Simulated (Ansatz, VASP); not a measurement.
# One calculation of Ru, two programs

The input INCAR:

```
  PREC = Accurate
  ENCUT = 500
  EDIFF = 1E-7
  ISMEAR = 0
  SIGMA = 0.1
  LREAL = False
  LASPH = True
  NELM = 120
  ALGO = Normal
  ISIF = 3
  LWAVE = False
  LCHARG = False
  GGA = PE
  IBRION = 2
  NSW = 80
  EDIFFG = -0.05
  GGA_COMPAT = False
  NELMIN = 4
```

Contents of KPOINTS:

```
Automatic mesh
0
Gamma
  8 8 8
```

The input POSCAR:

```
Ru
1.0
    0.0000000000      1.9818218788      1.9818218788
    1.9818218788      0.0000000000      1.9818218788
    1.9818218788      1.9818218788      0.0000000000
Ru
1
Direct
    0.0000000000      0.0000000000      0.0000000000
```

Input for Ansatz:

```yaml
crystal:
  lattice:
    - [0.0, 1.9818218788, 1.9818218788]
    - [1.9818218788, 0.0, 1.9818218788]
    - [1.9818218788, 1.9818218788, 0.0]
  atoms:
    - { symbol: Ru, position: [0.0, 0.0, 0.0] }
basis:
  ecutwfc: 420
kpoints:
  mp_grid: { grid: [8, 8, 8] }
hamiltonian:
  xc: pbe
scf:
  occupations: { method: gaussian, width: 0.1 }
output:
  forces: true
  stress: true
  eigenvalues: true
relax:
  adjacent_minimum: "off"
  f_tol: 0.05
  max_steps: 60
  cell: { stress_tol: 0.5 }
```

Alike in both runs: task relaxation of cell and atoms; functional PBE; k mesh 8 × 8 × 8; occupations gaussian, width 0.1 eV; no spin polarisation.

```csv
,VASP,Ansatz
version,VASP 6.6.1,Ansatz 0.2.0
potentials or method,"VASP PAW PBE potentials, release 64 (Ru_pv), cutoff 500 eV","scalar-relativistic, plane waves, PAW"
valence electrons in the cell,14,16
```

```csv
,VASP,Ansatz,Ansatz less VASP
"gap on the k mesh at the Fermi level, each at its own relaxed structure (eV)",none,none,-
relaxed volume (Å³/atom),13.79,13.79,+0.009
relaxed cell length with the largest relative difference (Å),2.691,2.692,+0.0006
```

A gap of «none» marks a metal or a gap that the smearing closes. VASP's potentials hold 14 valence electrons a cell and Ansatz's 16, so a difference there can come from the potentials and not from the codes.
